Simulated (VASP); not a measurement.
TaN:

```
Ta N
1.0
     5.18500    0.00000    0.00000
    -2.59250    4.49034    0.00000
     0.00000    0.00000    2.90800
Ta N
3 3
Direct
  0.00000 0.00000 0.00000
  0.33333 0.66667 0.50000
  0.66667 0.33333 0.50000
  0.50000 0.00000 0.00000
  0.50000 0.50000 0.00000
  0.00000 0.50000 0.00000
```

* Program: VASP 6.6.1
* Task: relaxation of cell and atoms
* Functional: PBE
* Potentials or basis: VASP PAW PBE potentials, release 64 (Ta_pv, N)
* Cutoff: 600 eV
* k mesh: 6 × 6 × 9
* Occupations: fermi-dirac, width 0.05 eV
* Spin: no spin polarisation
* Hubbard terms: Ta d U = 4.0 eV

At the start: pressure 23.2 GPa; volume 11.28 Å³/atom.

Question: How do energy, volume and symmetry change on relaxing?

Answer: Over 9 steps the energy falls by 56.0 meV/atom and the volume is 12.12 Å³/atom (+7.4 %); space group P6/mmm (No. 191, to 0.1 Å) before and after.

Step by step:
| step | energy change (eV) | largest force (eV/Å) | pressure (GPa) | volume (Å³) |
| --- | --- | --- | --- | --- |
| 1 | 0.0000 | 0.0000 | 23.16 | 67.71 |
| 2 | 1.2002 | 0.0000 | -32.52 | 84.96 |
| 3 | -0.3280 | 0.0000 | -0.92 | 72.74 |
| 4 | -0.3291 | 0.0000 | 0.18 | 72.46 |
| 5 | -0.3291 | 0.0000 | 0.58 | 72.37 |
| 6 | -0.3354 | 0.0000 | 0.27 | 72.67 |
| 7 | -0.3357 | 0.0000 | 0.31 | 72.62 |
| 8 | -0.3355 | 0.0000 | -0.52 | 72.83 |
| 9 | -0.3357 | 0.0000 | 0.01 | 72.70 |

Final structure:
```yaml
crystal:
  lattice:
    - [5.31514, 0.00000, 0.00000]
    - [-2.65757, 4.60305, 0.00000]
    - [0.00000, 0.00000, 2.97138]
  atoms:
    - { symbol: Ta, position: [0.00000, 0.00000, 0.00000] }
    - { symbol: Ta, position: [0.33333, 0.66667, 0.50000] }
    - { symbol: Ta, position: [0.66667, 0.33333, 0.50000] }
    - { symbol: N, position: [0.50000, 0.00000, 0.00000] }
    - { symbol: N, position: [0.50000, 0.50000, 0.00000] }
    - { symbol: N, position: [0.00000, 0.50000, 0.00000] }
```

Caveat: U without spin polarisation on a metal has little footing.
